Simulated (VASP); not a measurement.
Wanted: the native input for a VASP 6.6.1 run.

```yaml
Task: single point
Functional: PBE
Potentials_or_basis: VASP PAW PBE potentials, release 64 (Ta_pv, N)
Cutoff: 520 eV
k_mesh: 18 × 18 × 18
Occupations: gaussian, width 0.15 eV
Spin: no spin polarisation
Dipole_correction: no
Further_INCAR_settings: ALGO = Normal; EDIFF = 1e-07; NBANDS = 15
```

The structure of TaN lies in POSCAR:

```
TaN
1.0
    0.0000000000      2.1823877491      2.2595612725
    2.1823877491      0.0000000000      2.2595612725
    2.1823877491      2.1823877491      0.0000000000
Ta N
1 1
Direct
    0.4952498232      0.5047501768      0.5047501768
    0.0613646338     -0.0613646338     -0.0613646338
```

This cell differs from its parent crystal: atoms displaced along a vibrational mode, the cell strained.

The input as run:

INCAR

```
SYSTEM = TaN
ALGO = Normal
EDIFF = 1E-7
ENCUT = 520
GGA = PE
ISIF = 2
ISMEAR = 0
LASPH = .TRUE.
LCHARG = .FALSE.
LREAL = .FALSE.
LWAVE = .FALSE.
NBANDS = 15
NELM = 80
PREC = Accurate
SIGMA = 0.15
```

KPOINTS

```
k-points
0
G
  18 18 18
  0 0 0
```

Potentials or basis: VASP PAW PBE potentials, release 64 (Ta_pv, N).

The run is started by

```console
$ cat potpaw_PBE.64/Ta_pv/POTCAR potpaw_PBE.64/N/POTCAR > POTCAR
$ mpirun -np 1 vasp_std > vasp.out
```

It gave:

| Quantity | Value |
| --- | --- |
| Pressure | 18.1 GPa |
| Largest force | 4.018 eV/Å |
| Band gap on the k mesh | zero (bands 8 and 9 overlap by 2.88 eV) |

Caveat: the cell differs from its parent crystal (atoms displaced along a vibrational mode, the cell strained); the stress differs along the axes, from -8 to 53 GPa; spin-orbit coupling is left out, which moves the levels of the heavy elements; forces of over 1 eV/Å act on the atoms, so gaps and moduli don't describe the material at rest.

It took 4.4 min on 1 thread of Intel Xeon 8259CL, on a shared host, peak memory 0.39 GiB.
